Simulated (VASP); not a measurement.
## Ir: single point with PBE

Crystal: Ir.

```
Ir
1.0
     4.54822    0.00000    0.00000
    -2.27411    3.93887    0.00000
     0.00000    0.00000    2.80863
Ir
3
Direct
  0.00000 0.00000 0.00000
  0.33333 0.66667 0.50000
  0.66667 0.33333 0.50000
```

This isn't the form of Ir at room conditions, which is fcc.

```json
{
  "Program": "VASP 6.6.1",
  "Task": "single point",
  "Functional": "PBE",
  "Potentials or basis": "VASP PAW PBE potentials, release 64 (Ir)",
  "Cutoff": "520 eV",
  "k mesh": "9 × 9 × 13",
  "Occupations": "fermi-dirac, width 0.1 eV",
  "Spin": "no spin polarisation",
  "Dipole correction": "no",
  "Further INCAR settings": "ALGO = Normal; EDIFF = 1e-06; NBANDS = 20"
}
```

| Item | Value |
| --- | --- |
| Pressure | -27.0 GPa |
| Band gap on the k mesh | zero (an odd number of electrons rules out a gap without spin polarisation) |

Stress tensor (GPa, compression positive):
```
-27.68   0.00   0.00
  0.00 -27.68   0.00
  0.00   0.00 -25.64
```

Levels at points of the mesh, in eV from the Fermi level:
| k point | band 10 | band 11 | band 12 | band 13 | band 14 | band 15 | band 16 | band 17 | band 18 | band 19 |
| --- | --- | --- | --- | --- | --- | --- | --- | --- | --- | --- |
| (0.00, 0.00, 0.00) | -2.44 | -1.64 | -1.64 | -1.59 | -1.59 | 0.89 | 0.89 | 5.19 | 6.40 | 7.53 |

Wall time 110 s on 1 thread of Intel Xeon 8259CL (shared host), peak memory 0.22 GiB.

Caveat: the cell stands under tension; spin-orbit coupling is left out, which moves the levels of the heavy elements.
